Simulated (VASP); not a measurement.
# Zn16F33 (a cell with a defect) in VASP: single point with PBE

Aim: the single point of Zn16F33 (a cell with a defect) with PBE.

Everything below comes from runs of VASP 6.6.1. Logs are shortened: lines on timing, memory, paths and dates and some standing lists are left out, and cuts for length are marked.

## (1) The cell of the first run

The cell holds a defect, 49 atoms: a = 9.296 Å, b = 9.296 Å, c = 9.296 Å, α = 93.81°, β = 117.82°, γ = 117.82°.

## (2) Single point, PBE (with an interstitial atom, then relaxed in part)

The input, INCAR:

```
SYSTEM = Zn16F33
ALGO = Normal
EDIFF = 1E-6
ENCUT = 520
GGA = PE
GGA_COMPAT = .False.
ISIF = 2
ISMEAR = 0
LASPH = .True.
LCHARG = .False.
LREAL = Auto
LWAVE = .False.
NBANDS = 242
NELECT = 424.0
NELM = 120
PREC = Accurate
SIGMA = 0.01
```

The input, KPOINTS:

```
Automatic mesh
0
Gamma
  2 2 2
  0.5 0.5 0.5
```

The input, POSCAR:

```
Zn16F33
1.0
    4.7998656285      4.7998656285     -6.3509536045
   -4.7998656285      4.7998656285      6.3509536045
    4.7998656285     -4.7998656285      6.3509536045
Zn F
16 33
Direct
    0.4763381837      0.3667979247      0.3495267057
    0.5030293059      0.6222354347      0.6308900882
    0.4999830165      0.8696549660      0.8750556916
    0.4932261103      0.1150360791      0.1245204137
    0.0000169835      0.8750726751      0.3696719496
    0.0067738897      0.1312943034      0.6218099688
    0.0236618163      0.3731885220      0.8904597410
   -0.0030293059      0.6278607822      0.1192061288
    0.0172712190      0.0254732943      0.0018114780
   -0.0094843346      0.2504795863      0.2437056966
   -0.0054007255      0.4999443084      0.4999273249
   -0.0086546535      0.7441099118      0.7471392178
    0.4827287810      0.4845402590      0.0082020753
    0.5094843346      0.7531900312      0.2599639209
    0.5054007255      0.0053280504      0.5053450340
    0.5086546535      0.2557938712      0.7527645653
    0.6875014502      0.3466106502      0.3409607129
    0.6889540808      0.5901827654      0.5969954968
    0.6967476102      0.8449522728      0.8500279683
    0.6823472373      0.0848897029      0.1002815748
    0.1976680445      0.8468521850      0.3487473389
    0.2016747993      0.1007827138      0.5954610515
    0.1936609044      0.3744064259      0.7988734567
    0.2016736772      0.5986541266      0.1042877474
    0.5050756955      0.2267953374      0.5300477272
    0.5068127314      0.4737713154      0.7848172346
    0.4943500627      0.7158907999      0.0283893498
    0.5153918719      0.9724575344      0.2901102971
    0.0018951539      0.7258158595      0.5281478150
    0.0056336208      0.9780195506      0.7763458734
   -0.0755329692      0.1942544784      0.0005935741
   -0.0053216623      0.4758920855      0.2742172862
    0.3063390956      0.1052125524      0.1807455216
    0.2983263228      0.4026140702      0.3969804494
    0.3023319555      0.6510792944      0.6491841405
    0.2983252007      0.8937862522      0.8991079145
    0.8032523898      0.6532803581      0.1482046626
    0.8176527627      0.9179343375      0.4025424656
    0.8124985498      0.1534592628      0.6591092001
    0.8110459192      0.4080414160      0.9012286846
    0.5755329692      0.5761265433      0.2697874476
    0.5053216623      0.7795389485      0.4812137478
    0.4981048461      0.0262526611      0.7239207056
    0.4943663792      0.2707122526      0.9723859298
    0.0056499373      0.0340392871      0.2215407372
   -0.0153918719      0.2747184252      0.4570656625
   -0.0050756955      0.5249720317      0.7217196419
   -0.0068127314      0.7780045032      0.9669585840
    0.2500000000      0.3125000000      0.0625000000
```

Potentials or basis: VASP PAW PBE potentials, release 64 (Zn, F).

On the command line:

```bash
> cat potpaw_PBE.64/Zn/POTCAR potpaw_PBE.64/F/POTCAR > POTCAR
> mpirun -np 1 vasp_std > vasp.out
```

OUTCAR:

```text
SYSTEM = Zn16F33
   EDIFF = 1E-6
   ENCUT = 520
   GGA = PE
   ISIF = 2
   ISMEAR = 0
   LASPH = .True.
   LREAL = Auto
   NELECT = 424.0
   NELM = 120
   PREC = Accurate

 ion  position               nearest neighbor table
   1  0.476  0.367  0.350-  34 2.05  41 2.08  17 2.09  33 2.11  25 2.19  18 2.19  49 2.32
   2  0.503  0.622  0.631-  18 2.04  19 2.05  26 2.05  35 2.08  42 2.08  34 2.11
   3  0.500  0.870  0.875-  20 2.06  19 2.06  35 2.06  27 2.09  43 2.09  36 2.10
   4  0.493  0.115  0.125-  33 2.00  20 2.01  36 2.08  17 2.08  44 2.09  28 2.10
   5  0.000  0.875  0.370-  38 2.06  37 2.06  21 2.06  45 2.09  29 2.09  22 2.10
   6  0.007  0.131  0.622-  23 2.00  38 2.01  22 2.08  39 2.08  30 2.09  46 2.10
   7  0.024  0.373  0.890-  24 2.05  31 2.08  39 2.09  23 2.11  47 2.19  40 2.19  49 2.32
   8  0.997  0.628  0.119-  40 2.04  37 2.05  48 2.05  21 2.08  32 2.08  24 2.11
   9  0.017  0.025  0.002-  30 2.05  33 2.08  45 2.09  31 2.11  19 2.19  48 2.19  49 2.32
  10  0.991  0.250  0.244-  31 2.00  46 2.01  32 2.08  45 2.08  34 2.09  20 2.10
  11  0.995  0.500  0.500-  46 2.06  47 2.06  29 2.06  17 2.09  35 2.09  32 2.10
  12  0.991  0.744  0.747-  48 2.04  47 2.05  18 2.05  29 2.08  36 2.08  30 2.11
  13  0.483  0.485  0.008-  44 2.05  23 2.08  27 2.09  41 2.11  37 2.19  26 2.19  49 2.32
  14  0.509  0.753  0.260-  41 2.00  28 2.01  42 2.08  27 2.08  24 2.09  38 2.10
  15  0.505  0.005  0.505-  28 2.06  25 2.06  43 2.06  39 2.09  21 2.09  42 2.10
  16  0.509  0.256  0.753-  26 2.04  25 2.05  40 2.05  43 2.08  22 2.08  44 2.11
  17  0.688  0.347  0.341-   4 2.08  11 2.09   1 2.09
  18  0.689  0.590  0.597-   2 2.04  12 2.05   1 2.19
  19  0.697  0.845  0.850-   2 2.05   3 2.06   9 2.19
  20  0.682  0.085  0.100-   4 2.01   3 2.06  10 2.10
  21  0.198  0.847  0.349-   5 2.06   8 2.08  15 2.09
  22  0.202  0.101  0.595-   6 2.08  16 2.08   5 2.10
[... 24 lines left out ...]
  47  0.995  0.525  0.722-  12 2.05  11 2.06   7 2.19
  48  0.993  0.778  0.967-  12 2.04   8 2.05   9 2.19
  49  0.250  0.312  0.062-   1 2.32   7 2.32   9 2.32  13 2.32

  LATTYP: Found a body centered tetragonal cell.
 ALAT       =     9.5997312570
 C/A-ratio  =     1.3231523747

  Lattice vectors:

 A1 = (   4.7998656285,  -4.7998656285,  -6.3509536045)
 A2 = (  -4.7998656285,   4.7998656285,  -6.3509536045)
 A3 = (   4.7998656285,   4.7998656285,   6.3509536045)

Analysis of symmetry for initial positions (statically):
=====================================================================
 Subroutine PRICEL returns:
 Original cell was already a primitive cell.

 Routine SETGRP: Setting up the symmetry group for a
 body centered tetragonal supercell.

 Subroutine GETGRP returns: Found  4 space group operations
 (whereof  1 operations were pure point group operations)
 out of a pool of 16 trial point group operations.

The static configuration has the point symmetry C_1 .
 The point group associated with its full space group is S_4 .

Analysis of symmetry for dynamics (positions and initial velocities):
=====================================================================
 Subroutine PRICEL returns:
 Original cell was already a primitive cell.

 Routine SETGRP: Setting up the symmetry group for a
 body centered tetragonal supercell.

 Subroutine GETGRP returns: Found  4 space group operations
 (whereof  1 operations were pure point group operations)
 out of a pool of 16 trial point group operations.

The dynamic configuration has the point symmetry C_1 .
 The point group associated with its full space group is S_4 .

 Subroutine INISYM returns: Found  4 space group operations
 (whereof  1 operations are pure point group operations),
 and found     1 'primitive' translations

----------------------------------------------------------------------------------------

                                     Primitive cell

  volume of cell :     585.2711

  direct lattice vectors                    reciprocal lattice vectors
     4.799865629  4.799865629 -6.350953604     0.104169583  0.104169583  0.000000000
    -4.799865629  4.799865629  6.350953604     0.000000000  0.104169583  0.078728335
     4.799865629 -4.799865629  6.350953604     0.104169583  0.000000000  0.078728335

  length of vectors
     9.295807216  9.295807216  9.295807216     0.147318037  0.130573553  0.130573553

  position of ions in fractional coordinates (direct lattice)
     0.476338184  0.366797925  0.349526706
     0.503029306  0.622235435  0.630890088
     0.499983017  0.869654966  0.875055692
     0.493226110  0.115036079  0.124520414
     0.000016983  0.875072675  0.369671950
     0.006773890  0.131294303  0.621809969
[... 41 lines left out ...]
     0.993187269  0.778004503  0.966958584
     0.250000000  0.312500000  0.062500000

  ion indices of the primitive-cell ions
   primitive index   ion index
                 1           1
                 2           2
                 3           3
                 4           4
                 5           5
                 6           6
[... 41 lines left out ...]
                48          48
                49          49

----------------------------------------------------------------------------------------

 KPOINTS: Automatic mesh

Automatic generation of k-mesh.
 Grid dimensions read from file:
 generate k-points for:    2    2    2

 Generating k-lattice:

  Cartesian coordinates                     Fractional coordinates (reciprocal lattice)
     0.052084791  0.052084791  0.000000000     0.500000000  0.000000000  0.000000000
     0.000000000  0.052084791  0.039364167     0.000000000  0.500000000  0.000000000
     0.052084791  0.000000000  0.039364167     0.000000000  0.000000000  0.500000000

  Length of vectors
     0.073659018  0.065286776  0.065286776

  Shift w.r.t. Gamma in fractional coordinates (k-lattice)
     0.500000000  0.500000000  0.500000000

 Subroutine IBZKPT returns following result:
 ===========================================

 Found      3 irreducible k-points:

 Following reciprocal coordinates:
            Coordinates               Weight
  0.250000  0.250000  0.250000      2.000000
 -0.250000  0.250000  0.250000      2.000000
  0.250000 -0.250000  0.250000      4.000000
   k-points           NKPTS =      3   k-points in BZ     NKDIM =      3   number of bands    NBANDS=    242
   number of dos      NEDOS =    301   number of ions     NIONS =     49
   total plane-waves  NPLWV = 343000
   dimension x,y,z NGX =    70 NGY =   70 NGZ =   70
   dimension x,y,z NGXF=   140 NGYF=  140 NGZF=  140
   ions per type =              16  33
   NGX,Y,Z   is equivalent  to a cutoff of  12.52, 12.52, 12.52 a.u.
   NGXF,Y,Z  is equivalent  to a cutoff of  25.04, 25.04, 25.04 a.u.
 SYSTEM =  Zn16F33
   PREC   = accura    normal or accurate (medium, high low for compatibility)
   ISTART =      0    job   : 0-new  1-cont  2-samecut
   ICHARG =      2    charge: 1-file 2-atom 10-const
   ISPIN  =      1    spin polarized calculation?
   LNONCOLLINEAR =      F non collinear calculations
   LSORBIT =      F    spin-orbit coupling
   LASPH  =      T    aspherical Exc in radial PAW
   ENCUT  =  520.0 eV  38.22 Ry    6.18 a.u.  17.28 17.28 17.28*2*pi/ulx,y,z
   NELM   =    120;   NELMIN=  2; NELMDL= -5     # of ELM steps
   EDIFF  = 0.1E-05   stopping-criterion for ELM
   LREAL  =      T    real-space projection
   EDIFFG = 0.1E-04   stopping-criterion for IOM
   NSW    =      0    number of steps for IOM
   IBRION =     -1    ionic relax: 0-MD 1-quasi-New 2-CG
   NFREE  =      0    steps in history (QN), initial steepest desc. (CG)
   ISIF   =      2    stress and relaxation
   ISYM   =      2    0-nonsym 1-usesym 2-fastsym
   POTIM  = 0.5000    time-step for ionic-motion
   TEBEG  =    0.0;   TEEND  =   0.0 temperature during run
   PSTRESS=    0.0 pullay stress
   NELECT =     424.0000    total number of electrons
   NUPDOWN=      -1.0000    fix difference up-down
   EMIN   =  10.00;   EMAX   =-10.00  energy-range for DOS
   EFERMI =   0.00;   METHOD = LEGACY
   ISMEAR =     0;   SIGMA  =   0.01  broadening in eV -4-tet -1-fermi 0-gaus
   EFERMI_NEDOS =   21; number of points for ismear=-14 and -15
   IALGO  =     38    algorithm
   IMIX   =      4    mixing-type and parameters
     AMIX     =   0.40;   BMIX     =  1.00
     AMIX_MAG =   1.60;   BMIX_MAG =  1.00
  volume/ion in A,a.u.               =      11.94        80.60
  Fermi-wavevector in a.u.,A,eV,Ry     =   1.470317  2.778497 29.413526  2.161833
  Thomas-Fermi vector in A             =   2.585589
   LORBIT       =      0    0 simple, 1 ext, 2 COOP (PROOUT), +10 PAW based schemes
   GGA     = PE    functional components
   LHFCALC =     F    Hartree Fock is set to
   AEXX    =    0.0000 exact exchange contribution
   IVDW    =     0    specifies the selected vdW correction
   LEPSILON=     F    determine dielectric tensor
   LRPA    =     F    only Hartree local field effects (RPA)
 non-spin polarized calculation
 Gauss-broadening in eV      SIGMA  =   0.01
  energy-cutoff  :      520.00
  volume of cell :      585.27
 maximum number of plane-waves:     15800
 NGX is ok and might be reduce to    70
   NGX = 35   NGY = 35   NGZ = 35

 number of electron     424.0000017 magnetization

 Free energy of the ion-electron system (eV)
  ---------------------------------------------------
  ext. energy  EPLUGINS =         0.00000000
  ---------------------------------------------------
  free energy    TOTEN  =      -187.67246119 eV

  energy without entropy =     -187.67246119  energy(sigma->0) =     -187.67246119

 E-fermi :  -1.5185     XC(G=0): -10.1397

 val. band max:       -1.5963894007   @ k =   0.2500   0.2500   0.2500
 cond. band min:       2.3780179015   @ k =  -0.2500   0.2500   0.2500
 fundamental gap:      3.9744073022
 Fermi energy:        -1.5184853511

 k-point     1 :       0.2500    0.2500    0.2500
  band No.  band energies     occupation
      1     -22.9052      2.00000
      2     -22.8341      2.00000
      3     -22.8276      2.00000
      4     -22.7562      2.00000
      5     -22.6232      2.00000
      6     -22.6040      2.00000
[... 216 lines left out ...]
    223       6.0286      0.00000
    224       6.1330      0.00000

 k-point     2 :      -0.2500    0.2500    0.2500
  band No.  band energies     occupation
      1     -22.9896      2.00000
      2     -22.7336      2.00000
      3     -22.7336      2.00000
      4     -22.7260      2.00000
      5     -22.6837      2.00000
      6     -22.6259      2.00000
[... 216 lines left out ...]
    223       6.1218      0.00000
    224       6.2889      0.00000

 k-point     3 :       0.2500   -0.2500    0.2500
  band No.  band energies     occupation
      1     -22.9579      2.00000
      2     -22.8155      2.00000
      3     -22.7612      2.00000
      4     -22.7173      2.00000
      5     -22.6573      2.00000
      6     -22.6209      2.00000
[... 216 lines left out ...]
    223       6.4147      0.00000
    224       6.4821      0.00000
 [bands above 224 left out]

------------------------ aborting loop because EDIFF is reached ----------------------------------------

  FORCE on cell =-STRESS in cart. coord.  units (eV):
  Direction    XX          YY          ZZ          XY          YZ          ZX
  --------------------------------------------------------------------------------------
  -------------------------------------------------------------------------------------
  Total        7.7045202      7.7045202      9.9845976     -0.0000000      0.0000000      0.0000000
  in kB       21.0910933     21.0910933     27.3327959     -0.0000001      0.0000000      0.0000000
  external PRESSURE =      23.1716608 kB  Pullay stress =       0.0000000 kB

 VOLUME and BASIS-vectors are now :
 -----------------------------------------------------------------------------
  energy-cutoff  :      520.00
  volume of cell :      585.27
      direct lattice vectors                 reciprocal lattice vectors
     4.799865629  4.799865629 -6.350953604     0.104169583  0.104169583  0.000000000
    -4.799865629  4.799865629  6.350953604     0.000000000  0.104169583  0.078728335
     4.799865629 -4.799865629  6.350953604     0.104169583  0.000000000  0.078728335

 POSITION                                       TOTAL-FORCE (eV/Angst)
 -----------------------------------------------------------------------------------
      2.20346      2.36926      1.52414         0.007026     -0.004363     -0.007115
      2.45601      2.37293      4.76383         0.002382     -0.001843     -0.004707
      2.42577      2.37393      7.90521        -0.013632      0.000696      0.003097
      2.41294      2.32190     -1.61104         0.010325      0.005547      0.002109
     -2.42577      2.42594      7.90521         0.013632     -0.000696      0.003097
      2.38692     -2.32190      4.73991        -0.010325     -0.005547      0.002109
[... 41 lines left out ...]
      5.67412      3.86021      4.77449         0.007132     -0.003718      0.021008
     -0.00000      2.39993      0.79387         0.000000     -0.000000      0.000000
 -----------------------------------------------------------------------------------
    total drift:                               -0.000011     -0.000017     -0.000225

  FREE ENERGIE OF THE ION-ELECTRON SYSTEM (eV)
  ---------------------------------------------------
  free  energy   TOTEN  =      -187.6724611882 eV

  energy  without entropy=     -187.6724611882  energy(sigma->0) =     -187.67246119
```

Run time: 31 min. Hardware: 1 thread of Intel Xeon Platinum 8259CL at 2.50GHz (Skylake/Cascade Lake), shared host; peak memory 0.83 GiB.

Results:

* Free energy: -187.6725 eV
* Largest force: 0.043 eV/Å

Forces in eV/Å, atoms in the order of the input:
```
Zn   0.007 -0.004 -0.007
Zn   0.002 -0.002 -0.005
Zn  -0.014  0.001  0.003
Zn   0.010  0.006  0.002
Zn   0.014 -0.001  0.003
Zn  -0.010 -0.006  0.002
Zn  -0.007  0.004 -0.007
Zn  -0.002  0.002 -0.005
Zn  -0.004 -0.007  0.007
Zn   0.006 -0.010 -0.002
Zn   0.001  0.014 -0.003
Zn  -0.002 -0.002  0.005
Zn   0.004  0.007  0.007
Zn  -0.006  0.010 -0.002
Zn  -0.001 -0.014 -0.003
Zn   0.002  0.002  0.005
F   -0.002 -0.001  0.002
F    0.004  0.007 -0.021
F    0.032  0.026  0.002
F    0.032  0.025 -0.012
F    0.017  0.012 -0.013
F    0.008  0.007  0.009
F    0.001  0.039  0.018
F    0.005  0.017  0.007
F   -0.026  0.032 -0.002
F   -0.007  0.004  0.021
F    0.001 -0.002 -0.002
F   -0.025  0.032  0.012
F   -0.012  0.017  0.013
F   -0.017  0.005 -0.007
F   -0.039  0.001 -0.018
F   -0.007  0.008 -0.009
F   -0.001 -0.039  0.018
F   -0.005 -0.017  0.007
F   -0.017 -0.012 -0.013
F   -0.008 -0.007  0.009
F   -0.032 -0.026  0.002
F   -0.032 -0.025 -0.012
F    0.002  0.001  0.002
F   -0.004 -0.007 -0.021
F    0.039 -0.001 -0.018
F    0.007 -0.008 -0.009
F    0.012 -0.017  0.013
F    0.017 -0.005 -0.007
F   -0.001  0.002 -0.002
F    0.025 -0.032  0.012
F    0.026 -0.032 -0.002
F    0.007 -0.004  0.021
F    0.000  0.000  0.000
```

Caveat: the cell carries a net charge on a neutralising background, which shifts energy and pressure; the cell differs from its parent crystal (with an interstitial atom, then relaxed in part); the cell is charged against a uniform background, so pressure and absolute levels hang on convention.
